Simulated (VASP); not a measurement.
Runs of VASP 6.6.1 on BAs. The structure is that of space group F-43m (No. 216), or close to it. The cells are those of the table. 

```tsv
task	level	potentials or basis	spin	cell	k mesh	cutoff (eV)	smearing	grid for exact exchange (PRECFOCK)	screening parameter	gap on the mesh (eV)	pressure (GPa)	relaxed volume (Å³/atom)
single point	PBE	VASP PAW PBE potentials, release 64 (B, As)	non-collinear, zero start, SOC	a = 3.383 Å, angles 60.0°, 2 atoms	10 × 10 × 10	520	fermi-dirac 0.02 eV	-	-	-	(b)	-
relaxation of cell and atoms	r2SCAN	VASP PAW PBE potentials, release 64 (B, As)	off	relaxed from a = 3.400 Å, angles 60.0°, 2 atoms	8 × 8 × 8	600	fermi-dirac 0.02 eV	-	-	1.39	0.0	(a)
relaxation of cell and atoms	PBEsol	VASP PAW PBE potentials, release 64 (B, As)	off	relaxed from a = 3.400 Å, angles 60.0°, 2 atoms	8 × 8 × 8	600	fermi-dirac 0.02 eV	-	-	1.09	0.0	13.63
single point	HSE06	VASP PAW PBE potentials, release 64 (B, As)	off	a = 3.383 Å, angles 60.0°, 2 atoms	6 × 6 × 6	520	gaussian 0.01 eV	Normal	0.2079 1/Å	1.95	-1.2	-
dielectric tensor	r2SCAN	VASP PAW PBE potentials, release 64 (B, As)	off	a = 3.383 Å, angles 60.0°, 2 atoms	8 × 8 × 8	520	gaussian 0.01 eV	-	-	1.39	-	-
single point	LDA	VASP PAW LDA potentials, release 64 (B, As)	off	a = 3.383 Å, angles 60.0°, 2 atoms	10 × 10 × 10	520	gaussian 0.01 eV	-	-	1.13	-3.7	-
single point	r2SCAN	VASP PAW PBE potentials, release 64 (B, As)	off	a = 3.383 Å, angles 60.0°, 2 atoms	10 × 10 × 10	520	gaussian 0.01 eV	-	-	1.37	0.3	-
single point	PBEsol	VASP PAW PBE potentials, release 64 (B, As)	off	a = 3.371 Å, angles 60.0°, 2 atoms	8 × 8 × 8	520	fermi-dirac 0.02 eV	-	-	1.09	0.9	-
```

Task: Estimate the missing entries.

Result: (a) 13.71; (b) 2.8.

Caveats: the PAW data sets were made with another functional, which shifts forces and pressure a little (some runs).

A k mesh can miss the band edges, and rows without SOC leave out spin-orbit coupling on As.
